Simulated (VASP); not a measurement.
Runs of VASP 6.6.1 on PbS. The structure is that of space group P-6m2 (No. 187), or close to it. The cells are those of the table. 

```tsv
cell	gap on the mesh (eV)	pressure (GPa)
a = 4.117, b = 4.117, c = 3.813 Å, angles 90.0, 90.0, 120.0°, 2 atoms	none	-5.3
a = 4.170, b = 4.170, c = 3.862 Å, angles 90.0, 90.0, 120.0°, 2 atoms	none	-6.6
a = 4.090, b = 4.090, c = 3.788 Å, angles 90.0, 90.0, 120.0°, 2 atoms	none	-4.5
a = 4.006, b = 4.006, c = 3.711 Å, angles 90.0, 90.0, 120.0°, 2 atoms	none	(b)
a = 4.144, b = 4.144, c = 3.838 Å, angles 90.0, 90.0, 120.0°, 2 atoms	none	-6.0
a = 4.062, b = 4.062, c = 3.763 Å, angles 90.0, 90.0, 120.0°, 2 atoms	none	(a)
a = 4.034, b = 4.034, c = 3.737 Å, angles 90.0, 90.0, 120.0°, 2 atoms	none	-2.6
```

Alike in all rows: task single point; level LDA; potentials or basis VASP PAW LDA potentials, release 64 (Pb_d, S); no spin polarisation; k mesh 6 × 6 × 6; cutoff (eV) 500; smearing fermi-dirac 0.1 eV.

Problem. Fill in the values left out.

Solution. (a) -3.6; (b) -1.4.

Caveats: spin-orbit coupling is left out, which moves the levels of the heavy elements; the cell stands under tension (at least some runs); semilocal functionals underestimate gaps, and a narrow one can read as zero (at least some runs).

A k mesh can miss the band edges, and the runs leave out spin-orbit coupling on Pb.

A gap of «none» marks levels without a gap at the run's occupations.
